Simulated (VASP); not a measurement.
The system is Ru.

```xyz
2
Lattice="2.7414 0.0000 0.0000 -1.3707 2.3741 0.0000 0.0000 0.0000 4.3382" Properties=species:S:1:pos:R:3 pbc="T T T"
Ru    1.3707    0.7914    3.2537
Ru    0.0000    1.5828    1.0846
```

Base run:

```yaml
Program: VASP 6.6.1
Functional: r2SCAN
Potentials_or_basis: VASP PAW PBE potentials, release 64 (Ru_sv)
Cutoff: 620 eV
k_mesh: 11 × 11 × 6
Occupations: fermi-dirac, width 0.05 eV
Spin: no spin polarisation
```

Its results: band gap on the k mesh zero (bands 16 and 17 overlap by 3.01 eV); pressure -13.6 GPa.

Task: The run is repeated on the same cell with these changes: functional from r2SCAN to r2SCANh; cutoff from 620 eV to 460 eV; k mesh from 11 × 11 × 6 to 6 × 6 × 3. What comes out?

Result: Band gap on the k mesh zero (bands 16 and 17 overlap by 3.55 eV); pressure -18.6 GPa.

Several settings changed at once.

Caveats: some runs use coarse meshes; the PAW data sets were made with another functional, which shifts forces and pressure a little; the cell stands under tension (at least some runs).
